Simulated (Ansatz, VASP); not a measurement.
## C in VASP and in Ansatz

INCAR

```
PREC = Accurate ; ENCUT = 600
EDIFF = 1E-6 ; ISMEAR = 0
SIGMA = 0.1 ; LREAL = False
LASPH = True ; NELM = 120
ALGO = Normal ; ISIF = 2
LWAVE = False ; LCHARG = True
GGA = PS ; LELF = True
LVHAR = True ; NBANDS = 16
GGA_COMPAT = False
```

The input KPOINTS:

```
regular mesh
0
Gamma
  6 6 2
```

POSCAR

```
C
1.0
    1.2294723647     -2.1290725371      0.0000000000
    1.2294723647      2.1290725371      0.0000000000
    0.0000000000      0.0000000000      7.3735327415
C
4
Direct
    0.5833218208      0.4166781792      0.7500600732
    0.0833218208      0.9166781792      0.2499399268
    0.4166781792      0.5833218208      0.2499399268
    0.9166781792      0.0833218208      0.7500600732
```

Input for Ansatz:

```yaml
crystal:
  lattice:
    - [1.2294723647, -2.1290725371, 0.0]
    - [1.2294723647, 2.1290725371, 0.0]
    - [0.0, 0.0, 7.3735327415]
  atoms:
    - { symbol: C, position: [0.5833218208, 0.4166781792, 0.7500600732] }
    - { symbol: C, position: [0.0833218208, 0.9166781792, 0.2499399268] }
    - { symbol: C, position: [0.4166781792, 0.5833218208, 0.2499399268] }
    - { symbol: C, position: [0.9166781792, 0.0833218208, 0.7500600732] }
basis:
  ecutwfc: 420
kpoints:
  mp_grid: { grid: [6, 6, 2] }
hamiltonian:
  xc: pbesol
  pseudopotentials: { kind: paw, azcp: { folder: soft_1 } }
scf:
  occupations: { method: gaussian, width: 0.1 }
output:
  forces: true
  stress: true
  eigenvalues: true
```

Alike in both runs: task single point; functional PBEsol; k mesh 6 × 6 × 2; occupations gaussian, width 0.1 eV; no spin polarisation.

|  | VASP | Ansatz |
| --- | --- | --- |
| version | VASP 6.6.1 | Ansatz 0.2.0 |
| potentials or method | VASP PAW PBE potentials, release 64 (C), cutoff 600 eV | scalar-relativistic, plane waves, PAW |
| valence electrons in the cell | 16 | 16 |

```tsv
	VASP	Ansatz	Ansatz less VASP
gap on the k mesh at the Fermi level (eV)	none	none	-
pressure (GPa)	0.5	0.2	-0.30
traceless stress, the component that is largest in VASP (GPa)	-1.29	-0.74	+0.547
```

VASP's potentials were made for PBE, not for PBEsol, and Ansatz warns of the same on its side. A gap of «none» marks a metal or a gap that the smearing closes. With one functional, cell and mesh, what is left measures potentials, basis and numerics.

The k mesh is coarse, so the values compare programs but aren't converged.
